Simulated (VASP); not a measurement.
# La (P6_3/mmc) in VASP: single point with LDA

Aim: the single point of La with LDA.

Everything below comes from runs of VASP 6.6.1. Logs are shortened: lines on timing, memory, paths and dates and some standing lists are left out, and cuts for length are marked.

**1. The cell of the first run**

Symmetry: P6_3/mmc, No. 194, hexagonal system. The conventional cell has a = 3.598 Å, b = 3.598 Å, c = 11.500 Å, α = 90.00°, β = 90.00°, γ = 120.00°. Within 4.7 Å of La (site symmetry -3m) lie 12 La at 3.55 to 3.60 Å. La (site symmetry -6m2) has 12 La at 3.55 to 3.60 Å within 4.7 Å.

**2. Single point, LDA**

INCAR reads:

```
SYSTEM = La
  PREC = Accurate
  ENCUT = 520
  EDIFF = 1E-6
  ISMEAR = 0
  SIGMA = 0.1
  LREAL = .False.
  LASPH = .True.
  NELM = 80
  ALGO = Fast
  ISIF = 2
  LWAVE = .False.
  LCHARG = .True.
  LELF = .True.
  LVHAR = .True.
  NBANDS = 30
```

KPOINTS reads:

```
Automatic mesh
0
Gamma
  15 15 4
  0 0 0
```

POSCAR reads:

```
La
1.0
    3.5984086831      0.0000000000      0.0000000000
   -1.7992043416      3.1163133327      0.0000000000
    0.0000000000      0.0000000000     11.5003772293
La
4
Direct
    0.0000000000      0.0000000000      0.0000000000
    0.0000000000      0.0000000000      0.5000000000
    0.3333333333      0.6666666667      0.7500000000
    0.6666666667      0.3333333333      0.2500000000
```

Potentials or basis: VASP PAW LDA potentials, release 64 (La).

The run is started by

```sh
cat potpaw_LDA.64/La/POTCAR > POTCAR
mpirun -np 1 vasp_std > vasp.out
```

OUTCAR:

```text
SYSTEM = La
   PREC = Accurate
   ENCUT = 520
   EDIFF = 1E-6
   ISMEAR = 0
   LREAL = .False.
   LASPH = .True.
   NELM = 80
   ISIF = 2

 ion  position               nearest neighbor table
   1  0.000  0.000  0.000-   3 3.55   4 3.55   3 3.55   4 3.55   4 3.55   3 3.55
   2  0.000  0.000  0.500-   3 3.55   4 3.55   3 3.55   4 3.55   4 3.55   3 3.55
   3  0.333  0.667  0.750-   1 3.55   2 3.55   1 3.55   2 3.55   1 3.55   2 3.55
   4  0.667  0.333  0.250-   1 3.55   2 3.55   1 3.55   2 3.55   1 3.55   2 3.55

  LATTYP: Found a hexagonal cell.
 ALAT       =     3.5984086831
 C/A-ratio  =     3.1959619493

  Lattice vectors:

 A1 = (   3.5984086831,   0.0000000000,   0.0000000000)
 A2 = (  -1.7992043416,   3.1163133327,   0.0000000000)
 A3 = (   0.0000000000,   0.0000000000,  11.5003772293)

Analysis of symmetry for initial positions (statically):
=====================================================================
 Subroutine PRICEL returns:
 Original cell was already a primitive cell.

 Routine SETGRP: Setting up the symmetry group for a
 hexagonal supercell.

 Subroutine GETGRP returns: Found 24 space group operations
 (whereof 12 operations were pure point group operations)
 out of a pool of 24 trial point group operations.

The static configuration has the point symmetry D_3d.
 The point group associated with its full space group is D_6h.

Analysis of symmetry for dynamics (positions and initial velocities):
=====================================================================
 Subroutine PRICEL returns:
 Original cell was already a primitive cell.

 Routine SETGRP: Setting up the symmetry group for a
 hexagonal supercell.

 Subroutine GETGRP returns: Found 24 space group operations
 (whereof 12 operations were pure point group operations)
 out of a pool of 24 trial point group operations.

The dynamic configuration has the point symmetry D_3d.
 The point group associated with its full space group is D_6h.

 Subroutine INISYM returns: Found 24 space group operations
 (whereof 12 operations are pure point group operations),
 and found     1 'primitive' translations

----------------------------------------------------------------------------------------

                                     Primitive cell

  volume of cell :     128.9626

  direct lattice vectors                    reciprocal lattice vectors
     3.598408683  0.000000000  0.000000000     0.277900619  0.160445997  0.000000000
    -1.799204342  3.116313333  0.000000000     0.000000000  0.320891994  0.000000000
     0.000000000  0.000000000 11.500377229     0.000000000  0.000000000  0.086953669

  length of vectors
     3.598408683  3.598408683 11.500377229     0.320891994  0.320891994  0.086953669

  position of ions in fractional coordinates (direct lattice)
     0.000000000  0.000000000  0.000000000
     0.000000000  0.000000000  0.500000000
     0.333333333  0.666666667  0.750000000
     0.666666667  0.333333333  0.250000000

  ion indices of the primitive-cell ions
   primitive index   ion index
                 1           1
                 2           2
                 3           3
                 4           4

----------------------------------------------------------------------------------------

 KPOINTS: Automatic mesh

Automatic generation of k-mesh.
 Grid dimensions read from file:
 generate k-points for:   15   15    4

 Generating k-lattice:

  Cartesian coordinates                     Fractional coordinates (reciprocal lattice)
     0.018526708  0.010696400  0.000000000     0.066666667  0.000000000  0.000000000
     0.000000000  0.021392800  0.000000000     0.000000000  0.066666667  0.000000000
     0.000000000  0.000000000  0.021738417     0.000000000  0.000000000  0.250000000

  Length of vectors
     0.021392800  0.021392800  0.021738417

  Shift w.r.t. Gamma in fractional coordinates (k-lattice)
     0.000000000  0.000000000  0.000000000

 Subroutine IBZKPT returns following result:
 ===========================================

 Found     81 irreducible k-points:

 Following reciprocal coordinates:
            Coordinates               Weight
  0.000000  0.000000  0.000000      1.000000
  0.066667  0.000000  0.000000      6.000000
  0.133333  0.000000  0.000000      6.000000
  0.200000  0.000000  0.000000      6.000000
  0.266667  0.000000  0.000000      6.000000
  0.333333  0.000000  0.000000      6.000000
[... 16 lines left out ...]
  0.333333  0.200000  0.000000     12.000000
  0.400000  0.200000  0.000000      6.000000
 [... further k-points ...]
   k-points           NKPTS =     81   k-points in BZ     NKDIM =     81   number of bands    NBANDS=     30
   number of dos      NEDOS =    301   number of ions     NIONS =      4
   total plane-waves  NPLWV =  70560
   dimension x,y,z NGX =    28 NGY =   28 NGZ =   90
   dimension x,y,z NGXF=    56 NGYF=   56 NGZF=  180
   ions per type =               4
   NGX,Y,Z   is equivalent  to a cutoff of  12.94, 12.94, 13.01 a.u.
   NGXF,Y,Z  is equivalent  to a cutoff of  25.87, 25.87, 26.02 a.u.
 SYSTEM =  La
   PREC   = accura    normal or accurate (medium, high low for compatibility)
   ISTART =      0    job   : 0-new  1-cont  2-samecut
   ICHARG =      2    charge: 1-file 2-atom 10-const
   ISPIN  =      1    spin polarized calculation?
   LNONCOLLINEAR =      F non collinear calculations
   LSORBIT =      F    spin-orbit coupling
   LASPH  =      T    aspherical Exc in radial PAW
   ENCUT  =  520.0 eV  38.22 Ry    6.18 a.u.   6.69  6.69 21.38*2*pi/ulx,y,z
   NELM   =     80;   NELMIN=  2; NELMDL= -5     # of ELM steps
   EDIFF  = 0.1E-05   stopping-criterion for ELM
   LREAL  =      F    real-space projection
   EDIFFG = 0.1E-04   stopping-criterion for IOM
   NSW    =      0    number of steps for IOM
   IBRION =     -1    ionic relax: 0-MD 1-quasi-New 2-CG
   NFREE  =      0    steps in history (QN), initial steepest desc. (CG)
   ISIF   =      2    stress and relaxation
   ISYM   =      2    0-nonsym 1-usesym 2-fastsym
   POTIM  = 0.5000    time-step for ionic-motion
   TEBEG  =    0.0;   TEEND  =   0.0 temperature during run
   PSTRESS=    0.0 pullay stress
   NELECT =      44.0000    total number of electrons
   NUPDOWN=      -1.0000    fix difference up-down
   EMIN   =  10.00;   EMAX   =-10.00  energy-range for DOS
   EFERMI =   0.00;   METHOD = LEGACY
   ISMEAR =     0;   SIGMA  =   0.10  broadening in eV -4-tet -1-fermi 0-gaus
   EFERMI_NEDOS =   21; number of points for ismear=-14 and -15
   IALGO  =     68    algorithm
   IMIX   =      4    mixing-type and parameters
     AMIX     =   0.40;   BMIX     =  1.00
     AMIX_MAG =   1.60;   BMIX_MAG =  1.00
  volume/ion in A,a.u.               =      32.24       217.57
  Fermi-wavevector in a.u.,A,eV,Ry     =   1.143943  2.161739 17.804669  1.308606
  Thomas-Fermi vector in A             =   2.280637
   LORBIT       =      0    0 simple, 1 ext, 2 COOP (PROOUT), +10 PAW based schemes
   GGA     = CA    functional components
   LHFCALC =     F    Hartree Fock is set to
   AEXX    =    0.0000 exact exchange contribution
   IVDW    =     0    specifies the selected vdW correction
   LEPSILON=     F    determine dielectric tensor
   LRPA    =     F    only Hartree local field effects (RPA)
 non-spin polarized calculation
 RMM-DIIS sequential band-by-band and
 Gauss-broadening in eV      SIGMA  =   0.10
  energy-cutoff  :      520.00
  volume of cell :      128.96
 maximum number of plane-waves:      3523
 NGX is ok and might be reduce to    28
   NGX = 13   NGY = 13   NGZ = 43

 number of electron      44.0000001 magnetization

 Free energy of the ion-electron system (eV)
  ---------------------------------------------------
  ext. energy  EPLUGINS =         0.00000000
  ---------------------------------------------------
  free energy    TOTEN  =       -22.34259937 eV

  energy without entropy =      -22.31381923  energy(sigma->0) =      -22.32820930

 E-fermi :   9.1272     XC(G=0): -10.3514

 val. band max:        9.1257629550   @ k =   0.1333   0.1333   0.0000
 cond. band min:       9.1321171630   @ k =   0.2667   0.2667   0.2500
 fundamental gap:      0.0063542080
 Fermi energy:         9.1272408137

 k-point     1 :       0.0000    0.0000    0.0000
  band No.  band energies     occupation
      1     -23.5218      2.00000
      2     -23.3425      2.00000
      3     -23.3411      2.00000
      4     -23.1511      2.00000
      5      -8.2729      2.00000
      6      -7.2811      2.00000
[... 22 lines left out ...]
     29      10.7017      0.00000
     30      10.9080      0.00000

 k-point     2 :       0.0667    0.0000    0.0000
  band No.  band energies     occupation
      1     -23.5097      2.00000
      2     -23.3335      2.00000
      3     -23.3321      2.00000
      4     -23.1457      2.00000
      5      -8.2460      2.00000
      6      -7.2903      2.00000
[... 22 lines left out ...]
     29      10.7614      0.00000
     30      10.9046      0.00000

 k-point     3 :       0.1333    0.0000    0.0000
  band No.  band energies     occupation
      1     -23.4749      2.00000
      2     -23.3080      2.00000
      3     -23.3065      2.00000
      4     -23.1306      2.00000
      5      -8.1674      2.00000
      6      -7.3303      2.00000
[... 22 lines left out ...]
     29      10.7803      0.00000
     30      10.8377      0.00000

 k-point     4 :       0.2000    0.0000    0.0000
  band No.  band energies     occupation
      1     -23.4216      2.00000
      2     -23.2700      2.00000
      3     -23.2684      2.00000
      4     -23.1095      2.00000
      5      -8.0441      2.00000
      6      -7.4431      2.00000
[... 22 lines left out ...]
     29      10.7222      0.00000
     30      10.9111      0.00000

 k-point     5 :       0.2667    0.0000    0.0000
  band No.  band energies     occupation
      1     -23.3568      2.00000
      2     -23.2257      2.00000
      3     -23.2240      2.00000
      4     -23.0879      2.00000
      5      -7.8985      2.00000
      6      -7.6447      2.00000
[... 22 lines left out ...]
     29      10.8475      0.00000
     30      10.9862      0.00000
[... 526 lines left out ...]
     29      10.3942      0.00000
     30      10.5649      0.00000

 k-point    22 :       0.2667    0.2000    0.0000
  band No.  band energies     occupation
      1     -23.2152      2.00000
      2     -23.1404      2.00000
      3     -23.1384      2.00000
      4     -23.0627      2.00000
      5      -7.9101      2.00000
      6      -7.8772      2.00000
[... 22 lines left out ...]
     29      10.3922      0.00000
     30      11.0117      0.00000

 k-point    23 :       0.3333    0.2000    0.0000
  band No.  band energies     occupation
      1     -23.1685      2.00000
      2     -23.1186      2.00000
      3     -23.1165      2.00000
      4     -23.0665      2.00000
      5      -7.9949      2.00000
      6      -7.9448      2.00000
[... 22 lines left out ...]
     29      10.7440      0.00000
     30      10.9546      0.00000

 k-point    24 :       0.4000    0.2000    0.0000
  band No.  band energies     occupation
      1     -23.1479      2.00000
      2     -23.1110      2.00000
      3     -23.1086      2.00000
      4     -23.0716      2.00000
      5      -8.0273      2.00000
      6      -7.9680      2.00000
[... 22 lines left out ...]
     29      10.9088      0.00000
     30      11.0286      0.00000

 [... further k-points ...]
[... 5 lines left out ...]
  --------------------------------------------------------------------------------------
  -------------------------------------------------------------------------------------
  Total       -0.0743718     -0.0743718     -0.0851532      0.0000000      0.0000000     -0.0000000
  in kB       -0.9239641     -0.9239641     -1.0579081      0.0000000      0.0000000     -0.0000000
  external PRESSURE =      -0.9686121 kB  Pullay stress =       0.0000000 kB

 VOLUME and BASIS-vectors are now :
 -----------------------------------------------------------------------------
  energy-cutoff  :      520.00
  volume of cell :      128.96
      direct lattice vectors                 reciprocal lattice vectors
     3.598408683  0.000000000  0.000000000     0.277900619  0.160445997  0.000000000
    -1.799204342  3.116313333  0.000000000     0.000000000  0.320891994  0.000000000
     0.000000000  0.000000000 11.500377229     0.000000000  0.000000000  0.086953669

 POSITION                                       TOTAL-FORCE (eV/Angst)
 -----------------------------------------------------------------------------------
      0.00000      0.00000      0.00000        -0.000000      0.000000      0.000000
      0.00000      0.00000      5.75019        -0.000000      0.000000      0.000000
     -0.00000      2.07754      8.62528         0.000000     -0.000000     -0.000000
      1.79920      1.03877      2.87509         0.000000      0.000000     -0.000000
 -----------------------------------------------------------------------------------
    total drift:                               -0.000000      0.000000      0.000000

  FREE ENERGIE OF THE ION-ELECTRON SYSTEM (eV)
  ---------------------------------------------------
  free  energy   TOTEN  =       -22.3425993708 eV

  energy  without entropy=      -22.3138192278  energy(sigma->0) =      -22.32820930
```

Run time: 16 min. Hardware: 1 thread of Intel Xeon 6975P-C (Granite Rapids), shared host; peak memory 0.39 GiB.

What came out:

```yaml
Free_energy: -22.3426 eV
Pressure: -0.1 GPa
Band_gap_on_the_k_mesh: zero (bands 22 and 23 overlap by 1.20 eV)
```

Levels at points of the mesh, in eV from the Fermi level:
| k point | band 18 | band 19 | band 20 | band 21 | band 22 | band 23 | band 24 | band 25 | band 26 | band 27 |
| --- | --- | --- | --- | --- | --- | --- | --- | --- | --- | --- |
| (0.00, 0.00, 0.00) | -1.96 | -1.72 | -1.70 | 0.60 | 0.78 | 1.22 | 1.24 | 1.24 | 1.25 | 1.34 |
| (0.00, 0.00, 0.50) | -2.51 | -1.81 | -1.81 | 0.71 | 0.71 | 1.30 | 1.30 | 1.31 | 1.32 | 1.38 |

Caveat: spin-orbit coupling is left out, which moves the levels of the heavy elements.
